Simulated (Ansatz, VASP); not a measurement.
One calculation of GaSb, two programs

Contents of POSCAR:

```
GaSb
1.0
    0.0000000000      3.1274714434      3.0661484739
    3.1274714434      0.0000000000      3.0661484739
    3.1274714434      3.1274714434      0.0000000000
Ga Sb
1 1
Direct
    0.0000000000      0.0000000000      0.0000000000
    0.7500000000      0.7500000000      0.7500000000
```

File INCAR.step1:

```
SYSTEM = GaSb
PREC = Accurate
ENCUT = 520
ISMEAR = 0
SIGMA = 0.05
LREAL = .False.
LASPH = .True.
NELM = 60
NBANDS = 16
GGA = PE
ALGO = Normal
EDIFF = 1E-4
LWAVE = .True.
LCHARG = .False.
```

INCAR.step2

```
SYSTEM = GaSb
PREC = Accurate
ENCUT = 520
EDIFF = 1E-6
ISMEAR = 0
SIGMA = 0.05
LREAL = .False.
LASPH = .True.
NELM = 60
ALGO = Normal
ISIF = 2
LWAVE = .False.
LCHARG = .True.
METAGGA = R2SCAN
LMIXTAU = .True.
LELF = .True.
LVHAR = .True.
NBANDS = 16
ISTART = 1
```

File KPOINTS:

```
Automatic mesh
0
Gamma
  10 10 10
  0 0 0
```

Input for Ansatz:

```yaml
crystal:
  lattice:
    - [0.0, 3.1274714434, 3.0661484739]
    - [3.1274714434, 0.0, 3.0661484739]
    - [3.1274714434, 3.1274714434, 0.0]
  atoms:
    - { symbol: Ga, position: [0.0, 0.0, 0.0] }
    - { symbol: Sb, position: [0.75, 0.75, 0.75] }
basis:
  ecutwfc: 500
kpoints:
  mp_grid: { grid: [10, 10, 10] }
hamiltonian:
  xc: r2scan
scf:
  occupations: { method: gaussian, width: 0.05 }
output:
  forces: true
  stress: true
  eigenvalues: true
  write_density: true
  write_potential: true
  elf: true
  volumetric_format: npy
```

Change from the starting cell: strain +0.0200 x Voigt [1, 1, 0, 0, 0, 0], atoms carried along.

Alike in both runs: task single point; functional r2SCAN; k mesh 10 × 10 × 10; occupations gaussian, width 0.05 eV; no spin polarisation.

|  | VASP | Ansatz |
| --- | --- | --- |
| version | VASP 6.6.1 | Ansatz 0.2.0 |
| potentials or method | VASP PAW PBE potentials, release 64 (Ga_d, Sb), cutoff 520 eV | scalar-relativistic, plane waves, PAW |
| valence electrons in the cell | 18 | 28 |

VASP gave:

* gap on the k mesh at the Fermi level (eV): 0.02
* least direct gap on the mesh (eV): 0.02
* pressure (GPa): -1.9
* traceless stress, the component that is largest in VASP (GPa): 0.60

Which values does Ansatz return?

gap on the k mesh at the Fermi level (eV): 0.04; least direct gap on the mesh (eV): 0.04; pressure (GPa): -1.9; traceless stress, the component that is largest in VASP (GPa): 0.61.

VASP's potentials were made for PBE, not for r2SCAN. VASP's potentials hold 18 valence electrons a cell and Ansatz's 28, so a difference there can come from the potentials and not from the codes.

Spin-orbit coupling is off throughout.
